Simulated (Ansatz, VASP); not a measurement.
# One calculation of Mg, two programs

```
Mg
1.0
     3.17708    0.00000    0.00000
    -1.58854    2.75143    0.00000
     0.00000    0.00000   10.33178
Mg
4
Direct
  0.00000 0.00000 0.00000
  0.33333 0.66667 0.25000
  0.00000 0.00000 0.50000
  0.66667 0.33333 0.75000
```

Alike in both runs: functional PBEsol; k mesh 18 × 18 × 6; occupations gaussian, width 0.1 eV; no spin polarisation.

Ansatz relaxed the structure, and its values are those at the end. VASP's run is a single point on that final structure, the one shown.

```csv
,VASP,Ansatz
version,VASP 6.6.1,Ansatz 0.2.0
potentials or method,"VASP PAW PBE potentials, release 64 (Mg), cutoff 520 eV","scalar-relativistic, plane waves, PAW"
valence electrons in the cell,8,40
```

|  | VASP | Ansatz | Ansatz less VASP |
| --- | --- | --- | --- |
| gap on the k mesh at the Fermi level (eV) | none | none | - |
| pressure (GPa) | 0.0 | 0.0 | +0.05 |

VASP's potentials were made for PBE, not for PBEsol. A gap of «none» marks a metal or a gap that the smearing closes. VASP's potentials hold 8 valence electrons a cell and Ansatz's 40, so a difference there can come from the potentials and not from the codes.
